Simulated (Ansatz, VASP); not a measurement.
## One calculation of Ag, two programs

```
CELL_PARAMETERS angstrom
2.89055 0.00000 0.00000
-1.44528 2.50329 0.00000
0.00000 0.00000 9.55773
ATOMIC_POSITIONS crystal
Ag 0.33333 0.66667 0.25000
Ag 0.66667 0.33333 0.75000
Ag 0.00000 0.00000 0.00000
Ag 0.00000 0.00000 0.50000
```

Alike in both runs: functional r2SCAN; k mesh 13 × 13 × 3; occupations fermi-dirac, width 0.1 eV; no spin polarisation.

Ansatz relaxed the structure, and its values are those at the end. VASP's run is a single point on that final structure, the one shown.

```csv
,VASP,Ansatz
version,VASP 6.6.1,Ansatz 0.2.0
potentials or method,"VASP PAW PBE potentials, release 64 (Ag), cutoff 520 eV","plane waves (500 eV) with PAW, scalar-relativistic"
valence electrons in the cell,44,76
```

```csv
,VASP,Ansatz,Ansatz less VASP
pressure (GPa),0.1,0.0,-0.13
```

VASP's potentials were made for PBE, not for r2SCAN. VASP's potentials hold 44 valence electrons a cell and Ansatz's 76, so a difference there can come from the potentials and not from the codes.
